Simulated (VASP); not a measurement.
Here is a VASP 6.6.1 calculation.

POSCAR

```
HfN
1.0
    0.0000000000      2.4548220000      2.3627661750
    2.4548220000      0.0000000000      2.3627661750
    2.4548220000      2.4548220000      0.0000000000
Hf N
1 1
Direct
    0.0000000000      0.0000000000      0.0000000000
    0.7500000000      0.7500000000      0.7500000000
```

The input INCAR.step1:

```
SYSTEM = HfN
PREC = Accurate
ENCUT = 520
ISMEAR = 0
SIGMA = 0.15
LREAL = .FALSE.
LASPH = .TRUE.
NELM = 80
NBANDS = 14
GGA = PE
ALGO = Normal
EDIFF = 1E-4
LWAVE = .TRUE.
LCHARG = .FALSE.
```

INCAR.step2

```
SYSTEM = HfN
PREC = Accurate
ENCUT = 520
EDIFF = 1E-6
ISMEAR = 0
SIGMA = 0.15
LREAL = .FALSE.
LASPH = .TRUE.
NELM = 80
ALGO = Normal
ISIF = 2
LWAVE = .FALSE.
LCHARG = .TRUE.
METAGGA = R2SCAN
LMIXTAU = .TRUE.
LELF = .TRUE.
LVHAR = .TRUE.
NBANDS = 14
ISTART = 1
```

KPOINTS

```
regular mesh
0
G
  16 16 16
  0 0 0
```

Potentials or basis: VASP PAW PBE potentials, release 64 (Hf_pv, N).

The run is started by

```console
$ cat potpaw_PBE.64/Hf_pv/POTCAR potpaw_PBE.64/N/POTCAR > POTCAR
$ cp INCAR.step1 INCAR
$ mpirun -np 1 vasp_std > vasp.out
$ cp INCAR.step2 INCAR
$ mpirun -np 1 vasp_std > vasp.out
```

(1) Predict the pressure.

(2) What does it give for the band gap on the k mesh?

Results:

(1) 4.4 GPa.

(2) zero (an odd number of electrons rules out a gap without spin polarisation).

Caveat: the cell differs from its parent crystal (strain -0.0375 x Voigt [0, 0, 1, 0, 0, 0]); the cell stands under pressure; the PAW data sets were made with another functional, which shifts forces and pressure a little; spin-orbit coupling is left out, which moves the levels of the heavy elements.
